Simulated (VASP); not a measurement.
Runs of VASP 6.6.1 on Tl. The structure is that of space group Fd-3m (No. 227), or close to it. The cells are those of the table. This isn't the form of Tl at room conditions, which is hcp.

| cell | gap on the mesh (eV) | pressure (GPa) |
| --- | --- | --- |
| a = 4.247 Å, angles 60.0°, 2 atoms | none | (a) |
| a = 4.674 Å, angles 60.0°, 2 atoms | none | 5.5 |
| a = 5.035 Å, angles 60.0°, 2 atoms | none | 0.0 |
| a = 3.710 Å, angles 60.0°, 2 atoms | none | (b) |
| a = 3.996 Å, angles 60.0°, 2 atoms | none | 63.7 |
| a = 4.861 Å, angles 60.0°, 2 atoms | none | 1.9 |
| a = 4.470 Å, angles 60.0°, 2 atoms | none | 12.4 |

Alike in all rows: task single point; level PBE; potentials or basis VASP PAW PBE potentials, release 64 (Tl_d); no spin polarisation; k mesh 10 × 10 × 10; cutoff (eV) 520; smearing fermi-dirac 0.05 eV.

**Question.** Fill in the values left out.

**Answer.** (a) 27.9; (b) 158.5.

Caveats: spin-orbit coupling is left out, which moves the levels of the heavy elements; the cell stands under pressure (at least some runs).

A k mesh can miss the band edges, and the runs leave out spin-orbit coupling on Tl.

A gap of «none» marks levels without a gap at the run's occupations.
